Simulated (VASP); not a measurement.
# Sr33O31 (a cell with a defect) in VASP: single point with PBEsol

Aim: the single point of Sr33O31 (a cell with a defect) with PBEsol.

All numbers are computed with VASP 6.6.1; they aren't measurements. Logs are shortened: lines on timing, memory, paths and dates and some standing lists are left out, and cuts for length are marked.

## (1) The cell of the first run

The cell holds a defect, 64 atoms: a = 10.245 Å, b = 10.245 Å, c = 10.245 Å, α = 90.00°, β = 90.00°, γ = 90.00°.

## (2) Single point, PBEsol

INCAR reads:

```
SYSTEM = Sr33O31
PREC = Accurate
ENCUT = 520
EDIFF = 1E-7
ISMEAR = -1
SIGMA = 0.05
LREAL = Auto
LASPH = .TRUE.
NELM = 100
ALGO = Normal
ISIF = 2
LWAVE = .FALSE.
LCHARG = .FALSE.
GGA = PS
NELECT = 518.0
ISYM = 0
NBANDS = 296
```

KPOINTS reads:

```
Automatic mesh
0
Gamma
  1 1 1
  0.25 0.25 0.25
```

POSCAR reads:

```
Sr33O31
1.0
   10.2454930000      0.0000000000      0.0000000000
    0.0000000000     10.2454930000      0.0000000000
    0.0000000000      0.0000000000     10.2454930000
O Sr
31 33
Direct
    0.2499120000      0.9997810000      0.0002530000
    0.2499400000      0.9997510000      0.5002030000
    0.2499220000      0.4997780000      0.0003400000
    0.7499660000      0.9997570000      0.0001840000
    0.7499900000      0.9997820000      0.5002180000
    0.7499990000      0.4997870000      0.0002980000
    0.7500520000      0.4998320000      0.5002840000
    0.9994750000      0.2493230000      0.0005790000
    0.9941250000      0.2439250000      0.5003210000
    0.9994870000      0.7502720000      0.0002970000
    0.9940970000      0.7556400000      0.5002470000
    0.5004300000      0.2492560000      0.0003520000
    0.5058880000      0.2438620000      0.5002620000
    0.5004300000      0.7502270000      0.0000070000
    0.5058610000      0.7556590000      0.5001440000
    0.9994810000      0.0000640000      0.2497780000
    0.9995270000      0.9998280000      0.7506830000
    0.9941760000      0.4998480000      0.2444170000
    0.9940670000      0.4998080000      0.7561450000
    0.5004290000      0.9998480000      0.2497290000
    0.5004330000      0.9995450000      0.7506580000
    0.5058950000      0.4998070000      0.2443600000
    0.5058990000      0.4997590000      0.7561520000
    0.2499710000      0.2439080000      0.2443770000
    0.2499330000      0.2439240000      0.7561350000
    0.2498980000      0.7556190000      0.2443930000
    0.2498990000      0.7557230000      0.7561940000
    0.7502360000      0.2493680000      0.2498230000
    0.7499510000      0.2493330000      0.7507500000
    0.7499340000      0.7502920000      0.2497580000
    0.7497430000      0.7503120000      0.7507200000
    0.2500330000      0.4998160000      0.5002900000
    0.9999500000      0.9997780000      0.0002410000
    0.9981780000      0.9998700000      0.5002970000
    0.9980960000      0.4998410000      0.0003270000
    0.9863770000      0.5001110000      0.5005050000
    0.4999130000      0.9997550000      0.0001650000
    0.5018200000      0.9997500000      0.5002320000
    0.5017980000      0.4997550000      0.0002020000
    0.5136720000      0.4997570000      0.5000300000
    0.2500100000      0.2479460000      0.0003980000
    0.2502030000      0.2361610000      0.5006280000
    0.2499000000      0.7516120000      0.0001180000
    0.2499120000      0.7634370000      0.4998340000
    0.7499460000      0.2498290000      0.0002660000
    0.7500710000      0.2480180000      0.5003260000
    0.7499130000      0.7497870000      0.0001690000
    0.7499550000      0.7516750000      0.5002300000
    0.2499970000      0.9999100000      0.2484260000
    0.2499140000      0.9996500000      0.7520950000
    0.2501050000      0.5001730000      0.2366270000
    0.2497020000      0.4993410000      0.7639370000
    0.7499520000      0.9998440000      0.2502630000
    0.7499810000      0.9998010000      0.7501880000
    0.7500970000      0.4998710000      0.2484680000
    0.7499100000      0.4997820000      0.7520830000
    0.0030330000      0.2528550000      0.2533420000
    0.0030380000      0.2528530000      0.7473040000
    0.0029620000      0.7469000000      0.2532760000
    0.0030260000      0.7467180000      0.7471740000
    0.4970250000      0.2528480000      0.2533190000
    0.4969240000      0.2528000000      0.7472020000
    0.4969500000      0.7467890000      0.2532130000
    0.4968160000      0.7466550000      0.7471190000
```

Potentials or basis: VASP PAW PBE potentials, release 64 (O, Sr_sv).

Command:

```bash
$ cat potpaw_PBE.64/O/POTCAR potpaw_PBE.64/Sr_sv/POTCAR > POTCAR
$ mpirun -np 1 vasp_std > vasp.out
```

OUTCAR:

```text
SYSTEM = Sr33O31
   PREC = Accurate
   ENCUT = 520
   EDIFF = 1E-7
   ISMEAR = -1
   LREAL = Auto
   LASPH = .TRUE.
   NELM = 100
   ISIF = 2
   GGA = PS
   NELECT = 518.0
   ISYM = 0

 ion  position               nearest neighbor table
   1  0.250  1.000  0.000-  50 2.54  41 2.54  43 2.54  49 2.54  33 2.56  37 2.56
   2  0.250  1.000  0.500-  44 2.42  42 2.42  34 2.58  49 2.58  38 2.58  50 2.58
   3  0.250  0.500  0.000-  51 2.42  52 2.42  35 2.58  41 2.58  43 2.58  39 2.58
   4  0.750  1.000  0.000-  47 2.56  33 2.56  54 2.56  37 2.56  45 2.56  53 2.56
   5  0.750  1.000  0.500-  48 2.54  38 2.54  34 2.54  46 2.54  53 2.56  54 2.56
   6  0.750  0.500  0.000-  35 2.54  55 2.54  39 2.54  56 2.54  45 2.56  47 2.56
[... 23 lines left out ...]
  30  0.750  0.750  0.250-  53 2.56  47 2.56  55 2.57  48 2.57  63 2.59  59 2.59
  31  0.750  0.750  0.751-  47 2.56  54 2.56  48 2.57  56 2.57  64 2.59  60 2.60
  32  0.250  0.500  0.500-  44 2.70  40 2.70  52 2.70  42 2.70  36 2.70  51 2.70  64 4.38  60 4.38
                            62 4.38  57 4.38  61 4.38  63 4.38  58 4.38  59 4.38
  33  1.000  1.000  0.000-  10 2.56  16 2.56   8 2.56  17 2.56   1 2.56   4 2.56  50 3.61  43 3.61
                            41 3.61  49 3.61  53 3.62  54 3.62  47 3.62  45 3.62  59 3.67  58 3.67
  34  0.998  1.000  0.500-   9 2.50  11 2.50   5 2.54  17 2.57  16 2.57   2 2.58  44 3.54  42 3.54
                            46 3.60  48 3.60  54 3.61  53 3.61  57 3.62  59 3.62  58 3.62  60 3.62
  35  0.998  0.500  0.000-  18 2.50  19 2.50   6 2.54  10 2.57   8 2.57   3 2.58  52 3.54  51 3.54
                            55 3.59  56 3.60  47 3.61  45 3.61  57 3.62  59 3.62  58 3.62  60 3.62
  36  0.986  0.500  0.501-   7 2.42  11 2.62  19 2.62  18 2.62   9 2.63  32 2.70  48 3.54  56 3.54
                            55 3.54  46 3.54  60 3.58  59 3.58  58 3.58  57 3.59  52 3.82  44 3.82
  37  0.500  1.000  0.000-  12 2.56  21 2.56  14 2.56  20 2.56   1 2.56   4 2.56  50 3.61  41 3.61
                            43 3.61  49 3.61  47 3.62  54 3.62  45 3.62  53 3.62  62 3.67  63 3.67
  38  0.502  1.000  0.500-  15 2.50  13 2.50   5 2.54  21 2.57  20 2.57   2 2.58  42 3.54  44 3.54
                            48 3.59  46 3.60  53 3.61  54 3.61  63 3.62  64 3.62  61 3.62  62 3.62
  39  0.502  0.500  0.000-  23 2.50  22 2.50   6 2.54  14 2.57  12 2.57   3 2.58  51 3.54  52 3.54
                            56 3.60  55 3.60  45 3.61  47 3.61  62 3.62  64 3.62  61 3.62  63 3.62
  40  0.514  0.500  0.500-   7 2.42  22 2.62  13 2.62  15 2.62  23 2.63  32 2.70  55 3.54  46 3.54
                            48 3.54  56 3.54  61 3.58  63 3.58  64 3.58  62 3.58  51 3.82  42 3.82
  41  0.250  0.248  0.000-  24 2.50  25 2.50   1 2.54  12 2.57   8 2.57   3 2.58  52 3.54  51 3.54
[... 33 lines left out ...]
  58  0.003  0.253  0.747-  25 2.53  19 2.53   9 2.53  17 2.59  29 2.59   8 2.60  52 3.58  42 3.58
                            36 3.58  46 3.62  34 3.62  35 3.62  56 3.62  41 3.62  50 3.62  33 3.67
  59  0.003  0.747  0.253-  26 2.53  11 2.53  18 2.53  10 2.59  30 2.59  16 2.59  44 3.58  51 3.58
                            36 3.58  55 3.62  48 3.62  34 3.62  35 3.62  49 3.62  43 3.62  33 3.67
  60  0.003  0.747  0.747-  27 2.53  19 2.53  11 2.53  17 2.59  10 2.59  31 2.60  36 3.58  52 3.58
                            44 3.58  43 3.62  50 3.62  48 3.62  34 3.62  35 3.62  56 3.62  47 3.67
  61  0.497  0.253  0.253-  13 2.53  22 2.53  24 2.53  12 2.59  20 2.59  28 2.59  40 3.58  42 3.58
                            51 3.58  41 3.62  49 3.62  38 3.62  39 3.62  46 3.62  55 3.62  53 3.67
  62  0.497  0.253  0.747-  13 2.53  23 2.53  25 2.53  29 2.59  12 2.59  21 2.60  42 3.58  52 3.58
                            40 3.58  39 3.62  56 3.62  38 3.62  46 3.62  41 3.62  50 3.62  37 3.67
  63  0.497  0.747  0.253-  15 2.53  22 2.53  26 2.53  30 2.59  20 2.59  14 2.59  51 3.58  44 3.58
                            40 3.58  38 3.62  48 3.62  39 3.62  55 3.62  49 3.62  43 3.62  47 3.67
  64  0.497  0.747  0.747-  23 2.53  27 2.53  15 2.53  14 2.59  21 2.59  31 2.59  40 3.58  44 3.58
                            52 3.59  50 3.62  43 3.62  56 3.62  38 3.62  39 3.62  48 3.62  37 3.67

IMPORTANT INFORMATION: All symmetrisations will be switched off!
NOSYMM: (Re-)initialisation of all symmetry stuff for point group C_1.

----------------------------------------------------------------------------------------

                                     Primitive cell

  volume of cell :    1075.4707

  direct lattice vectors                    reciprocal lattice vectors
    10.245493000  0.000000000  0.000000000     0.097603893  0.000000000  0.000000000
     0.000000000 10.245493000  0.000000000     0.000000000  0.097603893  0.000000000
     0.000000000  0.000000000 10.245493000     0.000000000  0.000000000  0.097603893

  length of vectors
    10.245493000 10.245493000 10.245493000     0.097603893  0.097603893  0.097603893

  position of ions in fractional coordinates (direct lattice)
     0.249912000  0.999781000  0.000253000
     0.249940000  0.999751000  0.500203000
     0.249922000  0.499778000  0.000340000
[... 161 lines left out ...]
   k-points           NKPTS =      4   k-points in BZ     NKDIM =      4   number of bands    NBANDS=    296
   number of dos      NEDOS =    301   number of ions     NIONS =     64
   total plane-waves  NPLWV = 512000
   dimension x,y,z NGX =    80 NGY =   80 NGZ =   80
   dimension x,y,z NGXF=   160 NGYF=  160 NGZF=  160
   ions per type =              31  33
   NGX,Y,Z   is equivalent  to a cutoff of  12.98, 12.98, 12.98 a.u.
   NGXF,Y,Z  is equivalent  to a cutoff of  25.96, 25.96, 25.96 a.u.
 SYSTEM =  Sr33O31
   PREC   = accura    normal or accurate (medium, high low for compatibility)
   ISTART =      0    job   : 0-new  1-cont  2-samecut
   ICHARG =      2    charge: 1-file 2-atom 10-const
   ISPIN  =      1    spin polarized calculation?
   LNONCOLLINEAR =      F non collinear calculations
   LSORBIT =      F    spin-orbit coupling
   LASPH  =      T    aspherical Exc in radial PAW
   ENCUT  =  520.0 eV  38.22 Ry    6.18 a.u.  19.05 19.05 19.05*2*pi/ulx,y,z
   NELM   =    100;   NELMIN=  2; NELMDL= -5     # of ELM steps
   EDIFF  = 0.1E-06   stopping-criterion for ELM
   LREAL  =      T    real-space projection
   EDIFFG = 0.1E-05   stopping-criterion for IOM
   NSW    =      0    number of steps for IOM
   IBRION =     -1    ionic relax: 0-MD 1-quasi-New 2-CG
   NFREE  =      0    steps in history (QN), initial steepest desc. (CG)
   ISIF   =      2    stress and relaxation
   ISYM   =      0    0-nonsym 1-usesym 2-fastsym
   POTIM  = 0.5000    time-step for ionic-motion
   TEBEG  =    0.0;   TEEND  =   0.0 temperature during run
   PSTRESS=    0.0 pullay stress
   NELECT =     518.0000    total number of electrons
   NUPDOWN=      -1.0000    fix difference up-down
   EMIN   =  10.00;   EMAX   =-10.00  energy-range for DOS
   EFERMI =   0.00;   METHOD = LEGACY
   ISMEAR =    -1;   SIGMA  =   0.05  broadening in eV -4-tet -1-fermi 0-gaus
   EFERMI_NEDOS =   21; number of points for ismear=-14 and -15
   IALGO  =     38    algorithm
   IMIX   =      4    mixing-type and parameters
     AMIX     =   0.40;   BMIX     =  1.00
     AMIX_MAG =   1.60;   BMIX_MAG =  1.00
  volume/ion in A,a.u.               =      16.80       113.40
  Fermi-wavevector in a.u.,A,eV,Ry     =   1.283272  2.425032 22.405881  1.646786
  Thomas-Fermi vector in A             =   2.415534
   LORBIT       =      0    0 simple, 1 ext, 2 COOP (PROOUT), +10 PAW based schemes
   GGA     = PS    functional components
   LHFCALC =     F    Hartree Fock is set to
   AEXX    =    0.0000 exact exchange contribution
   IVDW    =     0    specifies the selected vdW correction
   LEPSILON=     F    determine dielectric tensor
   LRPA    =     F    only Hartree local field effects (RPA)
 non-spin polarized calculation
  energy-cutoff  :      520.00
  volume of cell :     1075.47
 maximum number of plane-waves:     28978
 NGX is ok and might be reduce to    80
   NGX = 39   NGY = 39   NGZ = 39

 number of electron     518.0000207 magnetization

 Free energy of the ion-electron system (eV)
  ---------------------------------------------------
  ext. energy  EPLUGINS =         0.00000000
  ---------------------------------------------------
  free energy    TOTEN  =      -377.75577496 eV

  energy without entropy =     -377.75565427  energy(sigma->0) =     -377.75571461

 E-fermi :   4.9379     XC(G=0): -10.4568

 val. band max:        4.3919425550   @ k =  -0.2500  -0.2500   0.2500
 cond. band min:       5.4832022812   @ k =  -0.2500  -0.2500   0.2500
 fundamental gap:      1.0912597263
 Fermi energy:         4.9378867406

 k-point     1 :       0.2500    0.2500    0.2500
  band No.  band energies     occupation
      1     -31.5291      2.00000
      2     -30.5895      2.00000
      3     -30.5888      2.00000
      4     -30.5885      2.00000
      5     -30.5610      2.00000
      6     -30.5609      2.00000
[... 1085 lines left out ...]
    270       6.6647      0.00000
    271       6.6656      0.00000
 [bands above 271 left out]

------------------------ aborting loop because EDIFF is reached ----------------------------------------

  FORCE on cell =-STRESS in cart. coord.  units (eV):
  Direction    XX          YY          ZZ          XY          YZ          ZX
  --------------------------------------------------------------------------------------
  -------------------------------------------------------------------------------------
  Total       20.8986250     20.9007969     20.8981288     -0.0134493     -0.0142861     -0.0127232
  in kB       31.1336266     31.1368622     31.1328875     -0.0200360     -0.0212827     -0.0189544
  external PRESSURE =      31.1344588 kB  Pullay stress =       0.0000000 kB

 VOLUME and BASIS-vectors are now :
 -----------------------------------------------------------------------------
  energy-cutoff  :      520.00
  volume of cell :     1075.47
      direct lattice vectors                 reciprocal lattice vectors
    10.245493000  0.000000000  0.000000000     0.097603893  0.000000000  0.000000000
     0.000000000 10.245493000  0.000000000     0.000000000  0.097603893  0.000000000
     0.000000000  0.000000000 10.245493000     0.000000000  0.000000000  0.097603893

 POSITION                                       TOTAL-FORCE (eV/Angst)
 -----------------------------------------------------------------------------------
      2.56047     10.24325      0.00259         0.001847      0.000234     -0.001787
      2.56076     10.24294      5.12483         0.003590      0.004173      0.001529
      2.56057      5.12047      0.00348         0.001733      0.000391     -0.006492
      7.68377     10.24300      0.00189        -0.001120      0.002242      0.001394
      7.68402     10.24326      5.12498        -0.000178      0.002027      0.000373
      7.68411      5.12056      0.00305        -0.002155      0.000977     -0.002785
[... 56 lines left out ...]
      5.09150      7.65122      2.59429         0.008729      0.007073     -0.007850
      5.09012      7.64985      7.65460         0.003900      0.004084      0.004053
 -----------------------------------------------------------------------------------
    total drift:                                0.000259     -0.010941      0.017896

  FREE ENERGIE OF THE ION-ELECTRON SYSTEM (eV)
  ---------------------------------------------------
  free  energy   TOTEN  =      -377.7557749557 eV

  energy  without entropy=     -377.7556542657  energy(sigma->0) =     -377.75571461
```

It took 61 min on 1 thread of Intel Xeon Platinum 8259CL at 2.50GHz (Skylake/Cascade Lake), shared host; peak memory 1.4 GiB.

What came out:

- Free energy: -377.7558 eV
- Largest force: 0.041 eV/Å

Forces on the atoms (eV/Å):
```
O    0.002  0.000 -0.002
O    0.004  0.004  0.002
O    0.002  0.000 -0.006
O   -0.001  0.002  0.001
O    0.000  0.002  0.000
O   -0.002  0.001 -0.003
O   -0.003  0.002  0.000
O    0.003  0.003 -0.019
O    0.011  0.012  0.007
O    0.000 -0.001 -0.003
O    0.008 -0.007 -0.002
O    0.000  0.002 -0.006
O   -0.006  0.011 -0.001
O   -0.005 -0.002  0.012
O   -0.010 -0.011 -0.006
O    0.004 -0.016  0.003
O   -0.002 -0.001  0.002
O    0.009  0.010  0.013
O    0.007  0.001 -0.006
O   -0.001 -0.002  0.002
O   -0.003  0.014 -0.001
O   -0.008  0.003  0.011
O   -0.012 -0.006 -0.012
O    0.009  0.013  0.016
O    0.003  0.003 -0.004
O    0.004 -0.003  0.006
O   -0.005 -0.016 -0.016
O   -0.015  0.002  0.001
O    0.001  0.000  0.000
O    0.001  0.000  0.001
O    0.013 -0.004 -0.003
Sr  -0.001 -0.002  0.002
Sr  -0.001  0.004  0.004
Sr   0.010  0.001 -0.004
Sr   0.012 -0.004  0.005
Sr  -0.019 -0.021 -0.018
Sr   0.003 -0.003  0.001
Sr  -0.011 -0.002  0.001
Sr  -0.011  0.003  0.001
Sr   0.019  0.004  0.015
Sr  -0.005  0.010  0.002
Sr  -0.016 -0.021 -0.027
Sr   0.004 -0.012  0.004
Sr   0.005  0.020  0.027
Sr   0.004 -0.004  0.005
Sr   0.001  0.009 -0.005
Sr  -0.001  0.000  0.001
Sr  -0.003 -0.011  0.002
Sr  -0.003  0.001  0.009
Sr   0.003  0.003 -0.013
Sr  -0.011 -0.026 -0.021
Sr   0.019  0.031  0.018
Sr   0.003  0.001 -0.001
Sr  -0.004 -0.005  0.004
Sr   0.000 -0.004  0.008
Sr  -0.001  0.003 -0.010
Sr   0.000  0.001 -0.001
Sr  -0.012 -0.010  0.003
Sr  -0.007  0.001 -0.009
Sr  -0.005  0.010  0.008
Sr  -0.001 -0.006 -0.007
Sr   0.010 -0.005  0.008
Sr   0.009  0.007 -0.008
Sr   0.004  0.004  0.004
```

Caveat: the cell carries a net charge on a neutralising background, which shifts energy and pressure; the cell is charged against a uniform background, so pressure and absolute levels hang on convention; the PAW data sets were made with another functional, which shifts forces and pressure a little.
